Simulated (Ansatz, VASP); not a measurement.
# Two plane-wave programs on Ag

The input INCAR:

```
  PREC = Accurate
  ENCUT = 520
  EDIFF = 1E-6
  ISMEAR = -1
  SIGMA = 0.1
  LREAL = F
  LASPH = T
  NELM = 100
  ALGO = Normal
  ISIF = 2
  LWAVE = F
  LCHARG = F
  GGA = CA
  NBANDS = 12
```

The input KPOINTS:

```
regular mesh
0
Gamma
  20 20 20
```

The input POSCAR:

```
Ag
1.0
    0.0000000000      1.9996579419      1.9996579419
    1.9996579419      0.0000000000      1.9996579419
    1.9996579419      1.9996579419      0.0000000000
Ag
1
Direct
    0.0000000000      0.0000000000      0.0000000000
```

Input for Ansatz:

```yaml
crystal:
  lattice:
    - [0.0, 1.9996579419, 1.9996579419]
    - [1.9996579419, 0.0, 1.9996579419]
    - [1.9996579419, 1.9996579419, 0.0]
  atoms:
    - { symbol: Ag, position: [0.0, 0.0, 0.0] }
hamiltonian:
  xc: lda
  pseudopotentials:
    kind: paw
    azcp:
      Ag: "pseudopotentials/Ag.paw.azcp"
basis:
  ecutwfc: 420
  fft_grid_basis: typed
kpoints:
  mp_grid: { grid: [20, 20, 20], shift: [0, 0, 0] }
magnetization:
  spin_polarized: false
scf:
  occupations: { method: fermi_dirac, width: 0.1 }
  lower_state_search: "off"
output:
  stress: true
  write_density: true
  write_potential: true
  elf: true
  volumetric_format: npy
```

Alike in both runs: task single point; functional LDA; k mesh 20 × 20 × 20; occupations fermi-dirac, width 0.1 eV; no spin polarisation.

|  | VASP | Ansatz |
| --- | --- | --- |
| version | VASP 6.6.1 | Ansatz 0.2.0 |
| potentials or method | VASP PAW LDA potentials, release 64 (Ag), cutoff 520 eV | plane waves (420 eV) with PAW, scalar-relativistic |
| valence electrons in the cell | 11 | 19 |

Ansatz gave:

```
pressure (GPa) : 0.2
```

Question: What did VASP give for the same quantities?

Answer: Pressure (GPa): 0.4.

Ansatz warns that its potentials were made for another functional, while VASP's fit it. LDA's correlation is that of Perdew and Zunger in VASP and of Perdew and Wang (1992) in Ansatz. VASP's potentials hold 11 valence electrons a cell and Ansatz's 19, so a difference there can come from the potentials and not from the codes.
